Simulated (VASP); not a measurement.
A run of VASP 6.6.1:

The input POSCAR:

```
W
1.0
    2.8096620000      0.0000000000      0.0000000000
    0.0000000000      4.8638700000      0.0000000000
    0.0000000000      0.0000000000      4.9236950000
W
4
Direct
    0.7931720000      0.9368430000      0.7500000000
    0.2068280000      0.4368430000      0.7500000000
    0.2068280000      0.0631570000      0.2500000000
    0.7931720000      0.5631570000      0.2500000000
```

INCAR.step1

```
SYSTEM = W
ALGO = Normal ; EDIFF = 1E-4
ENCUT = 520 ; GGA = PE
ISMEAR = -1 ; LASPH = .True.
LCHARG = .False. ; LREAL = .False.
LWAVE = .True. ; NBANDS = 36
NELM = 80 ; PREC = Accurate
SIGMA = 0.05
```

INCAR.step2

```
SYSTEM = W
ALGO = Normal ; EDIFF = 1E-6
ENCUT = 520 ; ISIF = 2
ISMEAR = -1 ; ISTART = 1
LASPH = .True. ; LCHARG = .False.
LMIXTAU = .True. ; LREAL = .False.
LWAVE = .False. ; METAGGA = R2SCAN
NBANDS = 36 ; NELM = 80
PREC = Accurate ; SIGMA = 0.05
```

File KPOINTS:

```
k-points
0
Gamma
  9 6 6
  0 0 0
```

Potentials or basis: VASP PAW PBE potentials, release 64 (W_sv).

Launch:

```console
$ cat potpaw_PBE.64/W_sv/POTCAR > POTCAR
$ cp INCAR.step1 INCAR
$ mpirun -np 1 vasp_std > vasp.out
$ cp INCAR.step2 INCAR
$ mpirun -np 1 vasp_std > vasp.out
```

Hardware: 1 thread of Intel Xeon 8259CL, with other jobs on the host.

Question: Estimate the wall time of this run.

Answer: It took 11 min on 1 thread of Intel Xeon 8259CL, on a shared host, peak memory 0.28 GiB. Counts: k points 80.
